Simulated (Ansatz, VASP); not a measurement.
## KBr: VASP beside Ansatz

```xyz
2
Lattice="0.0000 3.3022 3.3022 3.3022 0.0000 3.3022 3.3022 3.3022 0.0000" Properties=species:S:1:pos:R:3 pbc="T T T"
K     0.0000    0.0000    0.0000
Br    3.3022    3.3022    3.3022
```

Alike in both runs: task single point; functional LDA; k mesh 4 × 4 × 4; no spin polarisation.

|  | VASP | Ansatz |
| --- | --- | --- |
| version | VASP 6.6.1 | Ansatz 0.2.0 |
| potentials or method | VASP PAW LDA potentials, release 64 (K_sv, Br) | plane waves |
| plane-wave cutoff (eV) | 520 | 420 |
| occupations | gaussian, width 0.01 eV | fixed |
| valence electrons in the cell | 16 | 16 |

Ansatz gave:

| Quantity | Value |
| --- | --- |
| gap on the k mesh at the Fermi level (eV) | 4.02 |
| pressure (GPa) | -1.7 |

Task: Estimate VASP's values.

Result: gap on the k mesh at the Fermi level (eV): 4.03; pressure (GPa): -1.6.

LDA's correlation is that of Perdew and Zunger in VASP and of Perdew and Wang (1992) in Ansatz.
